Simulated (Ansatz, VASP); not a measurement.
One calculation of Sb, two programs

The input INCAR:

```
SYSTEM = Sb
PREC = Accurate
ENCUT = 520
EDIFF = 1E-6
ISMEAR = -1
SIGMA = 0.08
LREAL = .False.
LASPH = .True.
NELM = 60
ALGO = Normal
ISIF = 2
LWAVE = .False.
LCHARG = .False.
GGA = PE
NBANDS = 8
```

Contents of KPOINTS:

```
Automatic mesh
0
Gamma
  15 15 15
  0 0 0
```

Contents of POSCAR:

```
Sb
1.0
    0.0000000000      2.0208354593      2.0208354593
    2.0208354593      0.0000000000      2.0208354593
    2.0208354593      2.0208354593      0.0000000000
Sb
1
Direct
    0.0000000000      0.0000000000      0.0000000000
```

Input for Ansatz:

```yaml
crystal:
  lattice:
    - [0.0, 2.0208354593, 2.0208354593]
    - [2.0208354593, 0.0, 2.0208354593]
    - [2.0208354593, 2.0208354593, 0.0]
  atoms:
    - { symbol: Sb, position: [0.0, 0.0, 0.0] }
kpoints:
  mp_grid: { grid: [15, 15, 15] }
scf:
  occupations: { method: fermi_dirac, width: 0.08 }
hamiltonian:
  xc: pbe
  pseudopotentials: { kind: all_electron, lapw: { basis_error: 0.001 } }
output:
  forces: true
  stress: true
  eigenvalues: true
  populations: true
```

Change from the starting cell: volume scaled by 0.6, LAPW.

Alike in both runs: task single point; functional PBE; k mesh 15 × 15 × 15; occupations fermi-dirac, width 0.08 eV; no spin polarisation.

```csv
,VASP,Ansatz
version,VASP 6.6.1,Ansatz 0.2.0
potentials or method,"VASP PAW PBE potentials, release 64 (Sb), cutoff 520 eV","all-electron LAPW, scalar-relativistic"
```

Ansatz gave:

```
pressure (GPa) : 96.7
```

Question: Which values does VASP return?

Answer: Pressure (GPa): 98.3.

Both programs put the cell under a high pressure, so it lies far from rest at this level. Ansatz ran all-electron here, and VASP with PAW potentials.

Neither program's run includes spin-orbit coupling. Noted on VASP's run: the cell as given lies far from equilibrium.
